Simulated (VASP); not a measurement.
Wanted: the native input for a VASP 6.6.1 run.

```
Task                   : single point
Functional             : PBE
Potentials or basis    : VASP PAW PBE potentials, release 64 (Si, C)
Cutoff                 : 520 eV
k mesh                 : 6 × 6 × 6
Occupations            : gaussian, width 0.1 eV
Spin                   : collinear spin
Starting moments       : [0.0, 1.0, 1.0, 1.0, 1.0] μB
Dipole correction      : no
Further INCAR settings : ALGO = Normal; EDIFF = 1e-06; NBANDS = 22
```

The structure of SiC4 lies in POSCAR:

```
SiC4
1.0
   -2.0694554655      2.0694554655      3.6858245886
    2.0694554655     -2.0694554655      3.6858245886
    2.0694554655      2.0694554655     -3.6858245886
Si C
1 4
Direct
    0.5000000000      0.5000000000      0.0000000000
    0.8232338452      0.8232338452      0.6464676905
    0.1767661548      0.1767661548      0.3535323095
    0.8232338452      0.1767661548      0.0000000000
    0.1767661548      0.8232338452      0.0000000000
```

The cell was built from a structure type or drawn by symmetry, and may not be a known phase.

These files were run (other wordings do the same):

INCAR

```
SYSTEM = SiC4
  ALGO = Normal
  EDIFF = 1E-6
  ENCUT = 520
  GGA = PE
  ISIF = 2
  ISMEAR = 0
  ISPIN = 2
  LASPH = .True.
  LCHARG = .False.
  LORBIT = 11
  LREAL = .False.
  LWAVE = .False.
  MAGMOM = 0 1 1 1 1
  NBANDS = 22
  NELM = 150
  PREC = Accurate
  SIGMA = 0.1
```

KPOINTS

```
k-points
0
Gamma
  6 6 6
  0 0 0
```

Potentials or basis: VASP PAW PBE potentials, release 64 (Si, C).

Run with:

```console
$ cat potpaw_PBE.64/Si/POTCAR potpaw_PBE.64/C/POTCAR > POTCAR
$ mpirun -np 1 vasp_std > vasp.out
```

Results of the run:

```
Pressure                                              : 0.2 GPa
Largest force                                         : 0.101 eV/Å
Band gap on the k mesh                                : zero (filled and empty bands overlap)
Net moment                                            : 0.00 μB per cell
Valence electrons inside the program's atomic spheres : Si 1.64; C 2.50
```

Run time: 73 s on 1 thread of Intel(R) Xeon(R) Platinum 8488C (Sapphire Rapids), on a shared host, peak memory 0.26 GiB.
